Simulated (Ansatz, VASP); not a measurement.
# Ni in VASP and in Ansatz

```
Ni
1.0
     0.00000    1.76046    1.76046
     1.76046    0.00000    1.76046
     1.76046    1.76046    0.00000
Ni
1
Direct
  0.00000 0.00000 0.00000
```

Alike in both runs: functional PBE; k mesh 19 × 19 × 19; occupations fermi-dirac, width 0.1 eV; collinear spin.

Ansatz relaxed the structure, and its values are those at the end. VASP's run is a single point on that final structure, the one shown.

|  | VASP | Ansatz |
| --- | --- | --- |
| version | VASP 6.6.1 | Ansatz 0.2.0 |
| potentials or method | VASP PAW PBE potentials, release 64 (Ni) | PAW with Ansatz's default frozen-core files, scalar-relativistic |
| plane-wave cutoff (eV) | 520 | 420 |
| valence electrons in the cell | 10 | 18 |

Ansatz gave:

```
pressure (GPa)                                                : 0.0
net moment per atom (μB)                                      : 0.63
size of the moment on the site where the two differ most (μB) : 0.67
```

Problem. Estimate VASP's values.

Solution. Pressure (GPa): -0.2; net moment per atom (μB): 0.61; size of the moment on the site where the two differ most (μB): 0.62.

Site moments also hang on the region over which each program counts them. VASP's potentials hold 10 valence electrons a cell and Ansatz's 18, so a difference there can come from the potentials and not from the codes.
